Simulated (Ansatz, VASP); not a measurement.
# TaN: VASP beside Ansatz

The input INCAR:

```
SYSTEM = TaN
PREC = Accurate
ENCUT = 520
EDIFF = 1E-6
ISMEAR = 0
SIGMA = 0.15
LREAL = .FALSE.
LASPH = .TRUE.
NELM = 100
ALGO = Normal
ISIF = 2
LWAVE = .FALSE.
LCHARG = .FALSE.
GGA = PS
NBANDS = 33
```

The input KPOINTS:

```
Automatic mesh
0
G
  12 12 16
  0 0 0
```

Contents of POSCAR:

```
TaN
1.0
    5.4132929895      0.0000000000      0.0000000000
   -2.7066464948      4.6880492470      0.0000000000
    0.0000000000      0.0000000000      3.1358743860
Ta N
3 3
Direct
    0.0000000000      0.0000000000      0.0000000000
    0.3333333333      0.6666666667      0.5000000000
    0.6666666667      0.3333333333      0.5000000000
    0.5000000000      0.0000000000      0.0000000000
    0.5000000000      0.5000000000      0.0000000000
    0.0000000000      0.5000000000      0.0000000000
```

Input for Ansatz:

```yaml
crystal:
  lattice:
    - [5.4132929895, 0.0, 0.0]
    - [-2.7066464948, 4.688049247, 0.0]
    - [0.0, 0.0, 3.135874386]
  atoms:
    - { symbol: Ta, position: [0.0, 0.0, 0.0] }
    - { symbol: Ta, position: [0.3333333333, 0.6666666667, 0.5] }
    - { symbol: Ta, position: [0.6666666667, 0.3333333333, 0.5] }
    - { symbol: "N", position: [0.5, 0.0, 0.0] }
    - { symbol: "N", position: [0.5, 0.5, 0.0] }
    - { symbol: "N", position: [0.0, 0.5, 0.0] }
basis:
  ecutwfc: 420
kpoints:
  mp_grid: { grid: [12, 12, 16] }
hamiltonian:
  xc: pbesol
scf:
  occupations: { method: gaussian, width: 0.15 }
output:
  forces: true
  stress: true
  eigenvalues: true
```

Change from the starting cell: strain +0.040 along x and y, +0.080 along z, atoms carried along.

Alike in both runs: task single point; functional PBEsol; k mesh 12 × 12 × 16; occupations gaussian, width 0.15 eV; no spin polarisation.

|  | VASP | Ansatz |
| --- | --- | --- |
| version | VASP 6.6.1 | Ansatz 0.2.0 |
| potentials or method | VASP PAW PBE potentials, release 64 (Ta_pv, N), cutoff 520 eV | scalar-relativistic, plane waves, PAW |
| valence electrons in the cell | 48 | 54 |

VASP gave:

```
gap on the k mesh at the Fermi level (eV)                     : none
pressure (GPa)                                                : -36.9
traceless stress, the component that is largest in VASP (GPa) : -15.72
```

**Question.** What did Ansatz give for the same quantities?

**Answer.** gap on the k mesh at the Fermi level (eV): none; pressure (GPa): -37.3; traceless stress, the component that is largest in VASP (GPa): -15.82.

VASP's potentials were made for PBE, not for PBEsol. A gap of «none» marks a metal or a gap that the smearing closes. Both programs put the cell under strong tension, so it lies far from rest at this level. VASP's potentials hold 48 valence electrons a cell and Ansatz's 54, so a difference there can come from the potentials and not from the codes.

Neither program's run includes spin-orbit coupling. Noted on VASP's run: the cell as given lies far from equilibrium.
